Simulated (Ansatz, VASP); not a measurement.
## InB3As4 in VASP and in Ansatz

The input INCAR:

```
PREC     = Accurate       # precision mode
ENCUT    = 520            # plane-wave cutoff, eV
EDIFF    = 1E-6           # SCF threshold, eV
ISMEAR   = -1             # smearing method
SIGMA    = 0.02           # smearing width, eV
LREAL    = F              # projectors in reciprocal space
LASPH    = T              # aspherical terms in the spheres
NELM     = 100            # most SCF steps
ALGO     = Normal         # electronic algorithm
ISIF     = 2              # what is computed and relaxed
LWAVE    = F              # write WAVECAR
LCHARG   = T              # write CHGCAR
GGA      = PE             # functional
LELF     = T              # ELF
LVHAR    = T            
NBANDS   = 31             # bands
```

Contents of KPOINTS:

```
Automatic mesh
0
Gamma
  8 8 8
```

The input POSCAR:

```
InB3As4
1.0
   -2.5757519381      2.5757519381      5.0696367480
    2.5757519381     -2.5757519381      5.0696367480
    2.5757519381      2.5757519381     -5.0696367480
B As In
3 4 1
Direct
    0.7500000000      0.2500000000      0.5000000000
    0.5000000000      0.5000000000      0.0000000000
    0.2500000000      0.7500000000      0.5000000000
    0.1475337929      0.5783196160      0.0000000000
    0.8524662071      0.8524662071      0.4307858231
    0.5783196160      0.1475337929      0.0000000000
    0.4216803840      0.4216803840      0.5692141769
    0.0000000000      0.0000000000      0.0000000000
```

Input for Ansatz:

```yaml
crystal:
  lattice:
    - [-2.5757519381, 2.5757519381, 5.069636748]
    - [2.5757519381, -2.5757519381, 5.069636748]
    - [2.5757519381, 2.5757519381, -5.069636748]
  atoms:
    - { symbol: B, position: [0.75, 0.25, 0.5] }
    - { symbol: As, position: [0.1475337929, 0.578319616, 0.0] }
    - { symbol: B, position: [0.5, 0.5, 0.0] }
    - { symbol: As, position: [0.8524662071, 0.8524662071, 0.4307858231] }
    - { symbol: B, position: [0.25, 0.75, 0.5] }
    - { symbol: As, position: [0.578319616, 0.1475337929, 0.0] }
    - { symbol: In, position: [0.0, 0.0, 0.0] }
    - { symbol: As, position: [0.421680384, 0.421680384, 0.5692141769] }
kpoints:
  mp_grid: { grid: [8, 8, 8] }
  band_path:
    path:
      - [[0.0, 0.0, 0.0], [-1.245678375271e-17, 1.245678375271e-17, 0.5], [0.25, 0.25, 0.25], [-2.825464200867e-18, 0.5, 2.825464200867e-18], [0.0, 0.0, 0.0], [0.5, 0.5, -0.5], [0.3145348633619, 0.6854651366381, -0.3145348633619]]
      - [[-0.3145348633619, 0.3145348633619, 0.3145348633619], [0.0, 0.0, 0.0]]
      - [[-1.245678375271e-17, 1.245678375271e-17, 0.5], [-0.1290697267238, 0.1290697267238, 0.5]]
      - [[0.5, 0.5, -0.1290697267238], [0.5, 0.5, -0.5]]
    npoints: 10
hamiltonian:
  xc: pbe
scf:
  occupations: { method: fermi_dirac, width: 0.02 }
  n_extra_bands: 6
output:
  forces: true
  stress: true
  eigenvalues: true
  write_density: true
  write_potential: true
  elf: true
  volumetric_format: npy
```

Alike in both runs: task single point; functional PBE; k mesh 8 × 8 × 8; occupations fermi-dirac, width 0.02 eV; no spin polarisation.

|  | VASP | Ansatz |
| --- | --- | --- |
| version | VASP 6.6.1 | Ansatz 0.2.0 |
| potentials or method | VASP PAW PBE potentials, release 64 (B, As, In_d) | plane waves, PAW |
| plane-wave cutoff (eV) | 520 | 420 |
| valence electrons in the cell | 42 | 82 |

|  | VASP | Ansatz | Ansatz less VASP |
| --- | --- | --- | --- |
| pressure (GPa) | 2.3 | 1.9 | -0.32 |
| rms of the force components (eV/Å) | 0.073 | 0.077 | +0.0039 |

VASP's potentials hold 42 valence electrons a cell and Ansatz's 82, so a difference there can come from the potentials and not from the codes.
